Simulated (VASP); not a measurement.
Crystal: PbF2.

```
Pb F
1.0
     0.00000    3.00033    3.00033
     3.00033    0.00000    3.00033
     3.00033    3.00033    0.00000
Pb F
1 2
Direct
  0.00000 0.00000 0.00000
  0.25000 0.25000 0.25000
  0.75000 0.75000 0.75000
```

* Program: VASP 6.6.1
* Task: relaxation of cell and atoms
* Functional: LDA
* Potentials or basis: VASP PAW LDA potentials, release 64 (Pb_d, F)
* Cutoff: 600 eV
* k mesh: 6 × 6 × 6
* Occupations: fermi-dirac, width 0.02 eV
* Spin: no spin polarisation

At the start: pressure -6.8 GPa; volume 18.01 Å³/atom.

**Question.** How do energy, volume and symmetry change on relaxing?

**Answer.** Over 3 steps the energy falls by 38.8 meV/atom and the volume is 16.34 Å³/atom (-9.3 %); space group Fm-3m (No. 225, to 0.05 Å).

The path:
```
step  energy change (eV)  largest force (eV/Å)  pressure (GPa)  volume (Å³)
   1              0.0000                0.0000           -6.79        54.02
   2             -0.1132                0.0000            1.41        48.27
   3             -0.1165                0.0000            0.01        49.01
```

Final structure:
```xyz
3
Lattice="0.0000 2.9046 2.9046 2.9046 0.0000 2.9046 2.9046 2.9046 0.0000" Properties=species:S:1:pos:R:3 pbc="T T T"
Pb    0.0000    0.0000    0.0000
F     1.4523    1.4523    1.4523
F     4.3569    4.3569    4.3569
```
